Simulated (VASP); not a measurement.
# PbSe (I-4m2) in VASP: single point with HSE06

Aim: the single point of PbSe with HSE06.

All numbers are computed with VASP 6.6.1; they aren't measurements. Logs are shortened: lines on timing, memory, paths and dates and some standing lists are left out, and cuts for length are marked.

### 1 The cell of the first run

Symmetry: I-4m2, No. 119, tetragonal system. Conventional cell: a = 4.807 Å, b = 4.807 Å, c = 6.846 Å, α = 90.00°, β = 90.00°, γ = 90.00°. Within 3.9 Å of Pb (site symmetry -4m2) lie 4 Se at 2.95 Å. Se (site symmetry -4m2) has 4 Pb at 2.95 Å within 3.9 Å.

### 2 Single point, HSE06 (biaxial xy strain -0.7%)

POSCAR

```
PbSe
1.0
    0.0000000000      3.3988993897      3.4232041391
    3.3988993897      0.0000000000      3.4232041391
    3.3988993897      3.3988993897      0.0000000000
Pb Se
1 1
Direct
    0.0000000000      0.0000000000      0.0000000000
    0.2500000000      0.2500000000      0.2500000000
```

INCAR.step1

```
ALGO     = Normal         # electronic algorithm
EDIFF    = 1E-5           # SCF threshold, eV
ENCUT    = 400            # plane-wave cutoff, eV
GGA      = PE             # functional
GGA_COMPAT= F            
ISIF     = 2              # what is computed and relaxed
ISMEAR   = 0              # smearing method
LASPH    = T              # aspherical terms in the spheres
LREAL    = F              # projectors in reciprocal space
LWAVE    = T              # write WAVECAR
NBANDS   = 17             # bands
NELM     = 120            # most SCF steps
PREC     = Accurate       # precision mode
SIGMA    = 0.01           # smearing width, eV
```

INCAR.step2

```
ALGO     = Normal         # electronic algorithm
EDIFF    = 1E-6           # SCF threshold, eV
ENCUT    = 400            # plane-wave cutoff, eV
GGA      = PE             # functional
GGA_COMPAT= F            
HFSCREEN = 0.2079         # screening, 1/A
ISIF     = 2              # what is computed and relaxed
ISMEAR   = 0              # smearing method
ISTART   = 1            
LASPH    = T              # aspherical terms in the spheres
LCHARG   = T              # write CHGCAR
LELF     = T              # ELF
LHFCALC  = T              # exact exchange
LREAL    = F              # projectors in reciprocal space
LVHAR    = T            
LWAVE    = F              # write WAVECAR
NBANDS   = 17             # bands
NELM     = 120            # most SCF steps
PREC     = Accurate       # precision mode
PRECFOCK = Normal       
SIGMA    = 0.01           # smearing width, eV
```

KPOINTS

```
k-points
0
Gamma
  4 4 4
```

Potentials or basis: VASP PAW PBE potentials, release 64 (Pb_d, Se).

On the command line:

```console
$ cat potpaw_PBE.64/Pb_d/POTCAR potpaw_PBE.64/Se/POTCAR > POTCAR
$ cp INCAR.step1 INCAR
$ mpirun -np 1 vasp_std > vasp.out
$ cp INCAR.step2 INCAR
$ mpirun -np 1 vasp_std > vasp.out
```

OUTCAR:

```text
EDIFF = 1E-6
   ENCUT = 400
   GGA = PE
   HFSCREEN = 0.2079
   ISIF = 2
   ISMEAR = 0
   ISTART = 1
   LASPH = T
   LHFCALC = T
   LREAL = F
   NELM = 120
   PREC = Accurate
   PRECFOCK = Normal

 ion  position               nearest neighbor table
   1  0.000  0.000  0.000-   2 2.95   2 2.95   2 2.95   2 2.95
   2  0.250  0.250  0.250-   1 2.95   1 2.95   1 2.95   1 2.95

  LATTYP: Found a body centered tetragonal cell.
 ALAT       =     4.8067696141
 C/A-ratio  =     1.4243262790

  Lattice vectors:

 A1 = (  -3.3988993897,   0.0000000000,   3.4232041391)
 A2 = (   3.3988993897,   0.0000000000,   3.4232041391)
 A3 = (   0.0000000000,   3.3988993897,  -3.4232041391)

Analysis of symmetry for initial positions (statically):
=====================================================================
 Subroutine PRICEL returns:
 Original cell was already a primitive cell.

 Routine SETGRP: Setting up the symmetry group for a
 body centered tetragonal supercell.

 Subroutine GETGRP returns: Found  8 space group operations
 (whereof  8 operations were pure point group operations)
 out of a pool of 16 trial point group operations.

The static configuration has the point symmetry D_2d.

Analysis of symmetry for dynamics (positions and initial velocities):
=====================================================================
 Subroutine PRICEL returns:
 Original cell was already a primitive cell.

 Routine SETGRP: Setting up the symmetry group for a
 body centered tetragonal supercell.

 Subroutine GETGRP returns: Found  8 space group operations
 (whereof  8 operations were pure point group operations)
 out of a pool of 16 trial point group operations.

The dynamic configuration has the point symmetry D_2d.

 Subroutine INISYM returns: Found  8 space group operations
 (whereof  8 operations are pure point group operations),
 and found     1 'primitive' translations

----------------------------------------------------------------------------------------

                                     Primitive cell

  volume of cell :      79.0932

  direct lattice vectors                    reciprocal lattice vectors
     0.000000000  3.398899390  3.423204139    -0.147106443  0.147106443  0.146061987
     3.398899390  0.000000000  3.423204139     0.147106443 -0.147106443  0.146061987
     3.398899390  3.398899390  0.000000000     0.147106443  0.147106443 -0.146061987

  length of vectors
     4.823986281  4.823986281  4.806769614     0.254194247  0.254194247  0.254194247

  position of ions in fractional coordinates (direct lattice)
     0.000000000  0.000000000  0.000000000
     0.250000000  0.250000000  0.250000000

  ion indices of the primitive-cell ions
   primitive index   ion index
                 1           1
                 2           2

----------------------------------------------------------------------------------------

 KPOINTS: k-points

Automatic generation of k-mesh.
 Grid dimensions read from file:
 generate k-points for:    4    4    4

 Generating k-lattice:

  Cartesian coordinates                     Fractional coordinates (reciprocal lattice)
    -0.036776611  0.036776611  0.036515497     0.250000000  0.000000000  0.000000000
     0.036776611 -0.036776611  0.036515497     0.000000000  0.250000000  0.000000000
     0.036776611  0.036776611 -0.036515497     0.000000000  0.000000000  0.250000000

  Length of vectors
     0.063548562  0.063548562  0.063548562

  Shift w.r.t. Gamma in fractional coordinates (k-lattice)
     0.000000000  0.000000000  0.000000000

 Subroutine IBZKPT returns following result:
 ===========================================

 Found     13 irreducible k-points:

 Following reciprocal coordinates:
            Coordinates               Weight
  0.000000  0.000000  0.000000      1.000000
  0.250000  0.000000  0.000000      8.000000
  0.500000  0.000000  0.000000      4.000000
  0.250000  0.250000  0.000000      2.000000
  0.500000  0.250000  0.000000      8.000000
 -0.250000  0.250000  0.000000      4.000000
  0.500000  0.500000  0.000000      1.000000
  0.250000  0.000000  0.250000      4.000000
  0.500000  0.000000  0.250000     16.000000
 -0.250000  0.000000  0.250000      8.000000
 -0.250000  0.500000  0.250000      4.000000
  0.500000  0.000000  0.500000      2.000000
 -0.250000  0.250000  0.500000      2.000000
   k-points           NKPTS =     13   k-points in BZ     NKDIM =     64   number of bands    NBANDS=     17
   number of dos      NEDOS =    301   number of ions     NIONS =      2
   total plane-waves  NPLWV =  32768
   dimension x,y,z NGX =    32 NGY =   32 NGZ =   32
   dimension x,y,z NGXF=    64 NGYF=   64 NGZF=   64
   ions per type =               1   1
   NGX,Y,Z   is equivalent  to a cutoff of  11.03, 11.03, 11.07 a.u.
   NGXF,Y,Z  is equivalent  to a cutoff of  22.06, 22.06, 22.13 a.u.
 SYSTEM =  unknown system
   PREC   = accura    normal or accurate (medium, high low for compatibility)
   ISTART =      1    job   : 0-new  1-cont  2-samecut
   ICHARG =      0    charge: 1-file 2-atom 10-const
   ISPIN  =      1    spin polarized calculation?
   LNONCOLLINEAR =      F non collinear calculations
   LSORBIT =      F    spin-orbit coupling
   LASPH  =      T    aspherical Exc in radial PAW
   ENCUT  =  400.0 eV  29.40 Ry    5.42 a.u.   7.87  7.87  7.84*2*pi/ulx,y,z
   NELM   =    120;   NELMIN=  2; NELMDL=  0     # of ELM steps
   EDIFF  = 0.1E-05   stopping-criterion for ELM
   LREAL  =      F    real-space projection
   EDIFFG = 0.1E-04   stopping-criterion for IOM
   NSW    =      0    number of steps for IOM
   IBRION =     -1    ionic relax: 0-MD 1-quasi-New 2-CG
   NFREE  =      0    steps in history (QN), initial steepest desc. (CG)
   ISIF   =      2    stress and relaxation
   ISYM   =      3    0-nonsym 1-usesym 2-fastsym
   POTIM  = 0.5000    time-step for ionic-motion
   TEBEG  =    0.0;   TEEND  =   0.0 temperature during run
   PSTRESS=    0.0 pullay stress
   NELECT =      20.0000    total number of electrons
   NUPDOWN=      -1.0000    fix difference up-down
   EMIN   =  10.00;   EMAX   =-10.00  energy-range for DOS
   EFERMI =   0.00;   METHOD = LEGACY
   ISMEAR =     0;   SIGMA  =   0.01  broadening in eV -4-tet -1-fermi 0-gaus
   EFERMI_NEDOS =   21; number of points for ismear=-14 and -15
   IALGO  =     38    algorithm
   IMIX   =      1    mixing-type and parameters
     AMIX     =   0.40;   BMIX     =  1.00
     AMIX_MAG =   1.60;   BMIX_MAG =  1.00
  volume/ion in A,a.u.               =      39.55       266.87
  Fermi-wavevector in a.u.,A,eV,Ry     =   1.035234  1.956308 14.581481  1.071709
  Thomas-Fermi vector in A             =   2.169567
   LORBIT       =      0    0 simple, 1 ext, 2 COOP (PROOUT), +10 PAW based schemes
   GGA     = PE    functional components
   LHFCALC =     T    Hartree Fock is set to
   PRECFOCK=normal    Normal, Fast or Accurate (Low or Medium for compatibility)
   ENCUT4O =  -1.0   cutoff for four orbital integrals eV
   NKREDX  =     1    reduce k-point grid by
   NKREDY  =     1    reduce k-point grid by
   NKREDZ  =     1    reduce k-point grid by
   AEXX    =    0.2500 exact exchange contribution
   HFSCREEN=    0.2079 screening length (either q_TF or 0.3 A-1)
   HFSCREENC=   0.2079 screening length for correlation (either q_TF or 0.3 A-1)
   ENCUTFOCK=  -1.0 apply spherical cutoff to Coloumb kernel
   IVDW    =     0    specifies the selected vdW correction
   LEPSILON=     F    determine dielectric tensor
   LRPA    =     F    only Hartree local field effects (RPA)
 non-spin polarized calculation
 Gauss-broadening in eV      SIGMA  =   0.01
  energy-cutoff  :      400.00
  volume of cell :       79.09
 maximum number of plane-waves:      1458
  NGX = 24; NGY = 24; NGZ = 24

 number of electron      19.9999991 magnetization

 Free energy of the ion-electron system (eV)
  ---------------------------------------------------
  ext. energy  EPLUGINS =         0.00000000
  ---------------------------------------------------
  free energy    TOTEN  =        -9.31055804 eV

  energy without entropy =       -9.31055804  energy(sigma->0) =       -9.31055804

 E-fermi :   2.2424     XC(G=0):  -6.5428

 val. band max:        2.1801781055   @ k =  -0.2500   0.5000   0.2500
 cond. band min:       3.1995498079   @ k =   0.5000   0.0000   0.5000
 fundamental gap:      1.0193717024
 Fermi energy:         2.2423902083

 k-point     1 :       0.0000    0.0000    0.0000
  band No.  band energies     occupation
      1     -16.4236      2.00000
      2     -16.4219      2.00000
      3     -16.4219      2.00000
      4     -16.3828      2.00000
      5     -16.3812      2.00000
      6     -12.0479      2.00000
[... 9 lines left out ...]
     16      11.1909      0.00000
     17      11.8325      0.00000

 k-point     2 :       0.2500    0.0000    0.0000
  band No.  band energies     occupation
      1     -16.4368      2.00000
      2     -16.4177      2.00000
      3     -16.4166      2.00000
      4     -16.3824      2.00000
      5     -16.3807      2.00000
      6     -11.7428      2.00000
[... 9 lines left out ...]
     16      10.2652      0.00000
     17      11.3872      0.00000

 k-point     3 :       0.5000    0.0000    0.0000
  band No.  band energies     occupation
      1     -16.4510      2.00000
      2     -16.4136      2.00000
      3     -16.4127      2.00000
      4     -16.3809      2.00000
      5     -16.3790      2.00000
      6     -11.3688      2.00000
[... 9 lines left out ...]
     16      11.3217      0.00000
     17      11.3416      0.00000

 k-point     4 :       0.2500    0.2500    0.0000
  band No.  band energies     occupation
      1     -16.4487      2.00000
      2     -16.4107      2.00000
      3     -16.4107      2.00000
      4     -16.3847      2.00000
      5     -16.3798      2.00000
      6     -11.6380      2.00000
[... 9 lines left out ...]
     16      11.7634      0.00000
     17      13.4433      0.00000
[... 123 lines left out ...]
      1     -16.4639      2.00000
      2     -16.4087      2.00000
      3     -16.4005      2.00000
      4     -16.3850      2.00000
      5     -16.3795      2.00000
      6     -11.1006      2.00000
[... 9 lines left out ...]
     16      12.1977      0.00000
     17      12.3175      0.00000

 k-point    12 :       0.5000    0.0000    0.5000
  band No.  band energies     occupation
      1     -16.4715      2.00000
      2     -16.4005      2.00000
      3     -16.3998      2.00000
      4     -16.3904      2.00000
      5     -16.3752      2.00000
      6     -11.1031      2.00000
[... 9 lines left out ...]
     16      12.7401      0.00000
     17      12.8743      0.00000

 k-point    13 :      -0.2500    0.2500    0.5000
  band No.  band energies     occupation
      1     -16.4637      2.00000
      2     -16.4083      2.00000
      3     -16.4013      2.00000
      4     -16.3864      2.00000
      5     -16.3781      2.00000
      6     -11.0975      2.00000
[... 9 lines left out ...]
     16      12.2082      0.00000
     17      12.3855      0.00000

------------------------ aborting loop because EDIFF is reached ----------------------------------------

  FORCE on cell =-STRESS in cart. coord.  units (eV):
  Direction    XX          YY          ZZ          XY          YZ          ZX
  --------------------------------------------------------------------------------------
  -------------------------------------------------------------------------------------
  Total        0.2580175      0.2580175      0.2484959      0.0000000     -0.0000000      0.0000000
  in kB        5.2266135      5.2266135      5.0337347      0.0000000     -0.0000000      0.0000000
  external PRESSURE =       5.1623205 kB  Pullay stress =       0.0000000 kB

 VOLUME and BASIS-vectors are now :
 -----------------------------------------------------------------------------
  energy-cutoff  :      400.00
  volume of cell :       79.09
      direct lattice vectors                 reciprocal lattice vectors
     0.000000000  3.398899390  3.423204139    -0.147106443  0.147106443  0.146061987
     3.398899390  0.000000000  3.423204139     0.147106443 -0.147106443  0.146061987
     3.398899390  3.398899390  0.000000000     0.147106443  0.147106443 -0.146061987

 POSITION                                       TOTAL-FORCE (eV/Angst)
 -----------------------------------------------------------------------------------
      0.00000      0.00000      0.00000         0.000000      0.000000      0.000000
      1.69945      1.69945      1.71160         0.000000      0.000000     -0.000000
 -----------------------------------------------------------------------------------
    total drift:                                0.000001     -0.000001      0.000001

  FREE ENERGIE OF THE ION-ELECTRON SYSTEM (eV)
  ---------------------------------------------------
  free  energy   TOTEN  =        -9.3105580350 eV

  energy  without entropy=       -9.3105580350  energy(sigma->0) =       -9.31055804
```

Wall time 20 min (1 thread of Oxide Virtual Turin-like, shared host); peak memory 0.26 GiB.

Results:

| Property | Result |
| --- | --- |
| Free energy | -9.3106 eV |
| Pressure | 0.5 GPa |
| Band gap on the k mesh | 1.02 eV (least direct gap 1.63 eV) |

Levels at points of the mesh, in eV from the valence-band top:
```
           k point  band 7  band 8  band 9  band 10  band 11  band 12  band 13  band 14
(0.00, 0.00, 0.00)   -6.75   -1.99   -1.96    -1.96     2.63     2.63     2.65     5.25
(0.50, 0.00, 0.00)   -8.59   -2.57   -2.54    -2.20     3.44     3.45     4.31     7.09
(0.50, 0.50, 0.00)   -9.01   -3.30   -3.30    -0.59     1.04     5.68     5.68     6.53
(0.50, 0.00, 0.50)   -8.99   -3.33   -3.33    -0.62     1.02     5.67     5.70     6.56
```

Caveat: the cell differs from its parent crystal (biaxial xy strain -0.7%); the structure was generated, so it needn't be the stable form of PbSe; the PAW data sets were made with another functional, which shifts forces and pressure a little; spin-orbit coupling is left out, which moves the levels of the heavy elements. A k mesh can miss the band edges.
